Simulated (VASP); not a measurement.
# LiBr (Fm-3m) in VASP: further runs

The runs below take LiBr through single point, with PBEsol.

Program: VASP 6.6.1. These are calculated values, not measurements. Logs are shortened: lines on timing, memory, paths and dates and some standing lists are left out, and cuts for length are marked.

### 1 The cell of the first run

The structure is cubic, space group Fm-3m (No. 225). The conventional cell has a = 5.412 Å, b = 5.412 Å, c = 5.412 Å, α = 90.00°, β = 90.00°, γ = 90.00°. Li (site symmetry m-3m) has 6 Br at 2.71 Å within 3.6 Å. Br (site symmetry m-3m) has 6 Li at 2.71 Å within 3.6 Å.

### 2 Single point, PBEsol

File INCAR:

```
SYSTEM = LiBr
ALGO = Normal
EDIFF = 1E-6
ENCUT = 750
GGA = PS
GGA_COMPAT = .False.
ISIF = 2
ISMEAR = -1
LASPH = .True.
LCHARG = .False.
LREAL = .False.
LWAVE = .False.
NBANDS = 12
NELM = 120
PREC = Accurate
SIGMA = 0.1
```

File KPOINTS:

```
k-points
0
Gamma
  12 12 12
  0 0 0
```

File POSCAR:

```
LiBr
1.0
    2.7061252976      2.7061252976      0.0000000000
   -2.7061252976      2.7061252976      0.0000000000
    0.0000000000      2.7061252976      2.7061252976
Li Br
1 1
Direct
    0.0000000000      0.0000000000      0.0000000000
    0.5000000000      0.5000000000      0.0000000000
```

Potentials or basis: VASP PAW PBE potentials, release 64 (Li_sv, Br).

The run is started by

```sh
> cat potpaw_PBE.64/Li_sv/POTCAR potpaw_PBE.64/Br/POTCAR > POTCAR
> mpirun -np 1 vasp_std > vasp.out
```

OUTCAR:

```text
SYSTEM = LiBr
   EDIFF = 1E-6
   ENCUT = 750
   GGA = PS
   ISIF = 2
   ISMEAR = -1
   LASPH = .True.
   LREAL = .False.
   NELM = 120
   PREC = Accurate

 ion  position               nearest neighbor table
   1  0.000  0.000  0.000-
   2  0.500  0.500  0.000-

  LATTYP: Found a face centered cubic cell.
 ALAT       =     5.4122505952

  Lattice vectors:

 A1 = (   0.0000000000,   2.7061252976,   2.7061252976)
 A2 = (   2.7061252976,   0.0000000000,   2.7061252976)
 A3 = (   2.7061252976,   2.7061252976,   0.0000000000)

Analysis of symmetry for initial positions (statically):
=====================================================================
 Subroutine PRICEL returns:
 Original cell was already a primitive cell.

 Routine SETGRP: Setting up the symmetry group for a
 face centered cubic supercell.

 Subroutine GETGRP returns: Found 48 space group operations
 (whereof 48 operations were pure point group operations)
 out of a pool of 48 trial point group operations.

The static configuration has the point symmetry O_h .

Analysis of symmetry for dynamics (positions and initial velocities):
=====================================================================
 Subroutine PRICEL returns:
 Original cell was already a primitive cell.

 Routine SETGRP: Setting up the symmetry group for a
 face centered cubic supercell.

 Subroutine GETGRP returns: Found 48 space group operations
 (whereof 48 operations were pure point group operations)
 out of a pool of 48 trial point group operations.

The dynamic configuration has the point symmetry O_h .

 Subroutine INISYM returns: Found 48 space group operations
 (whereof 48 operations are pure point group operations),
 and found     1 'primitive' translations

----------------------------------------------------------------------------------------

                                     Primitive cell

  volume of cell :      39.6345

  direct lattice vectors                    reciprocal lattice vectors
     2.706125298  2.706125298  0.000000000     0.184766020  0.184766020 -0.184766020
    -2.706125298  2.706125298  0.000000000    -0.184766020  0.184766020 -0.184766020
     0.000000000  2.706125298  2.706125298     0.000000000  0.000000000  0.369532039

  length of vectors
     3.827039097  3.827039097  3.827039097     0.320024134  0.320024134  0.369532039

  position of ions in fractional coordinates (direct lattice)
     0.000000000  0.000000000  0.000000000
     0.500000000  0.500000000  0.000000000

  ion indices of the primitive-cell ions
   primitive index   ion index
                 1           1
                 2           2

[... 82 lines left out ...]
   NELECT =      10.0000    total number of electrons
   NUPDOWN=      -1.0000    fix difference up-down
   EMIN   =  10.00;   EMAX   =-10.00  energy-range for DOS
   EFERMI =   0.00;   METHOD = LEGACY
   ISMEAR =    -1;   SIGMA  =   0.10  broadening in eV -4-tet -1-fermi 0-gaus
   EFERMI_NEDOS =   21; number of points for ismear=-14 and -15
   IALGO  =     38    algorithm
   IMIX   =      4    mixing-type and parameters
     AMIX     =   0.40;   BMIX     =  1.00
     AMIX_MAG =   1.60;   BMIX_MAG =  1.00
  volume/ion in A,a.u.               =      19.82       133.73
  Fermi-wavevector in a.u.,A,eV,Ry     =   1.034468  1.954860 14.559913  1.070123
  Thomas-Fermi vector in A             =   2.168764
   LORBIT       =      0    0 simple, 1 ext, 2 COOP (PROOUT), +10 PAW based schemes
   GGA     = PS    functional components
   LHFCALC =     F    Hartree Fock is set to
   AEXX    =    0.0000 exact exchange contribution
   IVDW    =     0    specifies the selected vdW correction
   LEPSILON=     F    determine dielectric tensor
   LRPA    =     F    only Hartree local field effects (RPA)
 non-spin polarized calculation
  energy-cutoff  :      750.00
  volume of cell :       39.63
 maximum number of plane-waves:      1873
 NGX is ok and might be reduce to    36
   NGX = 17   NGY = 17   NGZ = 17

 number of electron      10.0000001 magnetization

 Free energy of the ion-electron system (eV)
  ---------------------------------------------------
  ext. energy  EPLUGINS =         0.00000000
  ---------------------------------------------------
  free energy    TOTEN  =        -6.93527560 eV

  energy without entropy =       -6.93527560  energy(sigma->0) =       -6.93527560

 E-fermi :   2.8694     XC(G=0):  -8.7907

 val. band max:        0.5920133821   @ k =   0.0833   0.0833   0.0000
 cond. band min:       5.5697685054   @ k =   0.0000   0.0000   0.0000
 fundamental gap:      4.9777551233
 Fermi energy:         2.8694213216

 k-point     1 :       0.0000    0.0000    0.0000
  band No.  band energies     occupation
      1     -43.0180      2.00000
      2     -13.0465      2.00000
      3       0.5857      2.00000
      4       0.5857      2.00000
      5       0.5857      2.00000
      6       5.5698      0.00000
      7      11.0091      0.00000
      8      11.0091      0.00000
      9      11.0091      0.00000
     10      12.9635      0.00000
     11      12.9635      0.00000
     12      12.9635      0.00000
[... 331 lines left out ...]
 k-point    24 :      -0.4167    0.1667    0.0000
  band No.  band energies     occupation
      1     -43.0165      2.00000
      2     -12.5328      2.00000
      3      -2.0410      2.00000
      4      -0.2550      2.00000
      5      -0.0335      2.00000
      6       7.2943      0.00000
      7       8.5100      0.00000
      8       9.9842      0.00000
      9      10.3948      0.00000
     10      13.3556      0.00000
     11      16.2535      0.00000
     12      16.3793      0.00000

 [... further k-points ...]

------------------------ aborting loop because EDIFF is reached ----------------------------------------

  FORCE on cell =-STRESS in cart. coord.  units (eV):
  Direction    XX          YY          ZZ          XY          YZ          ZX
  --------------------------------------------------------------------------------------
  -------------------------------------------------------------------------------------
  Total       -0.0101235     -0.0101235     -0.0101235      0.0000000      0.0000000     -0.0000000
  in kB       -0.4092313     -0.4092313     -0.4092313      0.0000000      0.0000000     -0.0000000
  external PRESSURE =      -0.4092313 kB  Pullay stress =       0.0000000 kB

 VOLUME and BASIS-vectors are now :
 -----------------------------------------------------------------------------
  energy-cutoff  :      750.00
  volume of cell :       39.63
      direct lattice vectors                 reciprocal lattice vectors
     2.706125298  2.706125298  0.000000000     0.184766020  0.184766020 -0.184766020
    -2.706125298  2.706125298  0.000000000    -0.184766020  0.184766020 -0.184766020
     0.000000000  2.706125298  2.706125298     0.000000000  0.000000000  0.369532039

 POSITION                                       TOTAL-FORCE (eV/Angst)
 -----------------------------------------------------------------------------------
      0.00000      0.00000      0.00000         0.000000      0.000000      0.000000
      0.00000      2.70613      0.00000         0.000000     -0.000000      0.000000
 -----------------------------------------------------------------------------------
    total drift:                               -0.000000      0.000000     -0.000000

  FREE ENERGIE OF THE ION-ELECTRON SYSTEM (eV)
  ---------------------------------------------------
  free  energy   TOTEN  =        -6.9352755985 eV

  energy  without entropy=       -6.9352755984  energy(sigma->0) =       -6.93527560
```

stdout:

```text
POSCAR found type information on POSCAR LiBr
 POSCAR found :  2 types and       2 ions
 scaLAPACK will be used
 -----------------------------------------------------------------------------
|                                                                             |
|                                                                             |
|     You enforced a specific xc type in the INCAR file but a different       |
|     I HOPE YOU KNOW WHAT YOU ARE DOING!                                     |
|                                                                             |
 -----------------------------------------------------------------------------

 LDA part: xc-table for (Slater+PW92), standard interpolation
 POSCAR, INCAR and KPOINTS ok, starting setup
 FFT: planning ... GRIDC
 FFT: planning ... GRID_SOFT
 FFT: planning ... GRID
 WAVECAR not read
 entering main loop
```

Wall time 24 s (1 thread of Intel Xeon 6975P-C (Granite Rapids), shared host); peak memory 0.23 GiB.

Results:

- Free energy: -6.9353 eV
- Pressure: 0.0 GPa
- Band gap on the k mesh: 4.98 eV (least direct gap 4.98 eV)

Caveat: the PAW data sets were made with another functional, which shifts forces and pressure a little. A k mesh can miss the band edges.

### 3 Single point, PBEsol, non-collinear spin, zero start, spin-orbit coupling

This run uses another cell than the first one, of 14.96 Å³/atom.

File INCAR:

```
SYSTEM = LiBr
PREC = Accurate
ENCUT = 750
EDIFF = 1E-6
ISMEAR = 0
SIGMA = 0.01
LREAL = .FALSE.
LASPH = .TRUE.
NELM = 200
ALGO = Normal
ISIF = 2
LWAVE = .FALSE.
LCHARG = .TRUE.
MAGMOM = 0 0 0 0 0 0
LORBIT = 11
LSORBIT = .TRUE.
GGA_COMPAT = .FALSE.
LORBMOM = .TRUE.
GGA = PS
LVHAR = .TRUE.
NBANDS = 22
```

File KPOINTS:

```
regular mesh
0
G
  8 8 8
  0 0 0
```

File POSCAR:

```
LiBr
1.0
    2.4638116599      2.4638116599      0.0000000000
   -2.4638116599      2.4638116599      0.0000000000
    0.0000000000      2.4638116599      2.4638116599
Li Br
1 1
Direct
    0.0000000000      0.0000000000      0.0000000000
    0.5000000000      0.5000000000      0.0000000000
```

Potentials or basis: VASP PAW PBE potentials, release 64 (Li_sv, Br).

The run is started by

```sh
> cat potpaw_PBE.64/Li_sv/POTCAR potpaw_PBE.64/Br/POTCAR > POTCAR
> mpirun -np 1 vasp_ncl > vasp.out
```

It took 30 s on 1 thread of Intel Xeon 6975P-C (Granite Rapids), shared host; peak memory 0.33 GiB.

It converged, with:

| Property | Result |
| --- | --- |
| Free energy | -6.6042 eV |
| Pressure | 15.0 GPa |
| Net moment | 0.00 μB per cell |
| Valence electrons inside the program's atomic spheres | Li 2.10; Br 4.99 |

Moments on the atoms (μB; x, y, z):
```
Li  0.00 0.00 0.00
Br  0.00 0.00 0.00
```

Caveat: the cell stands under pressure; the PAW data sets were made with another functional, which shifts forces and pressure a little.

### 4 Single point, PBEsol, non-collinear spin, zero start, spin-orbit coupling

This run uses another cell than the first one, of 15.96 Å³/atom.

INCAR, as its differences from that of step 3:

```diff
@@ -13,2 +13,3 @@
 LCHARG = .TRUE.
+LNONCOLLINEAR = .TRUE.
 MAGMOM = 0 0 0 0 0 0
```

KPOINTS is that of step 3.

File POSCAR:

```
LiBr
1.0
    2.5176884791      2.5176884791      0.0000000000
   -2.5176884791      2.5176884791      0.0000000000
    0.0000000000      2.5176884791      2.5176884791
Li Br
1 1
Direct
    0.0000000000      0.0000000000      0.0000000000
    0.5000000000      0.5000000000      0.0000000000
```

Potentials or basis: VASP PAW PBE potentials, release 64 (Li_sv, Br).

The run is started by

```sh
> cat potpaw_PBE.64/Li_sv/POTCAR potpaw_PBE.64/Br/POTCAR > POTCAR
> mpirun -np 1 vasp_ncl > vasp.out
```

OUTCAR:

```text
SYSTEM = LiBr
   PREC = Accurate
   ENCUT = 750
   EDIFF = 1E-6
   ISMEAR = 0
   LREAL = .FALSE.
   LASPH = .TRUE.
   NELM = 200
   ISIF = 2
   LNONCOLLINEAR = .TRUE.
   LORBIT = 11
   LSORBIT = .TRUE.
   GGA = PS

 ion  position               nearest neighbor table
   1  0.000  0.000  0.000-   2 2.52   2 2.52   2 2.52   2 2.52   2 2.52   2 2.52
   2  0.500  0.500  0.000-   1 2.52   1 2.52   1 2.52   1 2.52   1 2.52   1 2.52

  LATTYP: Found a face centered cubic cell.
 ALAT       =     5.0353769582

  Lattice vectors:

 A1 = (   0.0000000000,   2.5176884791,   2.5176884791)
 A2 = (   2.5176884791,   0.0000000000,   2.5176884791)
 A3 = (   2.5176884791,   2.5176884791,   0.0000000000)

Analysis of symmetry for initial positions (statically):
[... 893 lines left out ...]
 l=   3
     0.0000000     0.0000000     0.0000000     0.0000000     0.0000000     0.0000000     0.0000000
     0.0000000     0.0000000     0.0000000     0.0000000     0.0000000     0.0000000     0.0000000
     0.0000000     0.0000000     0.0000000     0.0000000     0.0000000     0.0000000     0.0000000
     0.0000000     0.0000000     0.0000000     0.0000000     0.0000000     0.0000000     0.0000000
     0.0000000     0.0000000     0.0000000     0.0000000     0.0000000     0.0000000     0.0000000
     0.0000000     0.0000000     0.0000000     0.0000000     0.0000000     0.0000000     0.0000000
     0.0000000     0.0000000     0.0000000     0.0000000     0.0000000     0.0000000     0.0000000

 total charge

# of ion       s       p       d       tot
------------------------------------------
    1        2.018   0.062   0.000   2.081
    2        1.597   3.353   0.013   4.962
--------------------------------------------------
tot          3.615   3.415   0.013   7.043

 magnetization (x)

# of ion       s       p       d       tot
------------------------------------------
    1       -0.000  -0.000   0.000  -0.000
    2       -0.000  -0.000  -0.000  -0.000
--------------------------------------------------
tot         -0.000  -0.000  -0.000  -0.000

 magnetization (y)

# of ion       s       p       d       tot
------------------------------------------
    1        0.000   0.000   0.000   0.000
    2       -0.000  -0.000   0.000  -0.000
--------------------------------------------------
tot          0.000  -0.000   0.000  -0.000

 magnetization (z)

# of ion       s       p       d       tot
------------------------------------------
    1        0.000   0.000   0.000   0.000
    2        0.000   0.000  -0.000  -0.000
--------------------------------------------------
tot          0.000   0.000  -0.000   0.000
```

OSZICAR:

```text
N       E                     dE             d eps       ncg     rms          rms(c)
DAV:   1     0.637337665919E+02    0.63734E+02   -0.49453E+03  1276   0.113E+03
DAV:   2    -0.107281252078E+01   -0.64807E+02   -0.61375E+02  1588   0.222E+02
DAV:   3    -0.652309457781E+01   -0.54503E+01   -0.53930E+01  2150   0.552E+01
DAV:   4    -0.678469259984E+01   -0.26160E+00   -0.26081E+00  1750   0.928E+00
DAV:   5    -0.678763325273E+01   -0.29407E-02   -0.29405E-02  1714   0.118E+00    0.273E+00
DAV:   6    -0.676261535649E+01    0.25018E-01   -0.22729E-02  1630   0.961E-01    0.167E+00
DAV:   7    -0.675977962898E+01    0.28357E-02   -0.17487E-02  1808   0.879E-01    0.727E-01
DAV:   8    -0.676035636531E+01   -0.57674E-03   -0.14824E-03  1724   0.320E-01    0.266E-01
DAV:   9    -0.676048257671E+01   -0.12621E-03   -0.61131E-04  1464   0.178E-01    0.361E-02
DAV:  10    -0.676048000736E+01    0.25694E-05   -0.19931E-05  1656   0.322E-02    0.149E-02
DAV:  11    -0.676047947070E+01    0.53665E-06   -0.44128E-06  1588   0.181E-02
   1 F= -.67604795E+01 E0= -.67604795E+01  d E =-.987990-148  mag=     0.0000    -0.0000     0.0000
```

It took 33 s on 1 thread of Intel Xeon 6975P-C (Granite Rapids), shared host; peak memory 0.32 GiB.

What came out:

* Free energy: -6.7605 eV
* Pressure: 10.0 GPa
* Net moment: 0.00 μB per cell
* Valence electrons inside the program's atomic spheres: Li 2.08; Br 4.96

Moments on the atoms (μB; x, y, z):
```
Li  0.00 0.00 0.00
Br  0.00 0.00 0.00
```

Caveat: the cell stands under pressure; the PAW data sets were made with another functional, which shifts forces and pressure a little.

### 5 Overview

```tsv
spin	cell	k mesh	smearing	pressure (GPa)	moment (μB)
off	a = 3.827 Å, angles 60.0, 60.0, 90.0°, 2 atoms	12 × 12 × 12	fermi-dirac 0.1 eV	0.0	-
non-collinear, zero start, SOC	a = 3.484 Å, angles 60.0, 60.0, 90.0°, 2 atoms	8 × 8 × 8	gaussian 0.01 eV	15.0	0.00
non-collinear, zero start, SOC	a = 3.561 Å, angles 60.0, 60.0, 90.0°, 2 atoms	8 × 8 × 8	gaussian 0.01 eV	10.0	0.00
```

Alike in all rows: task single point; level PBEsol; potentials or basis VASP PAW PBE potentials, release 64 (Li_sv, Br); cutoff (eV) 750.

Caveats: the PAW data sets were made with another functional, which shifts forces and pressure a little; the cell stands under pressure (at least some runs).

Total energies depend on the potentials used, so only differences within one code and one set of settings carry meaning.
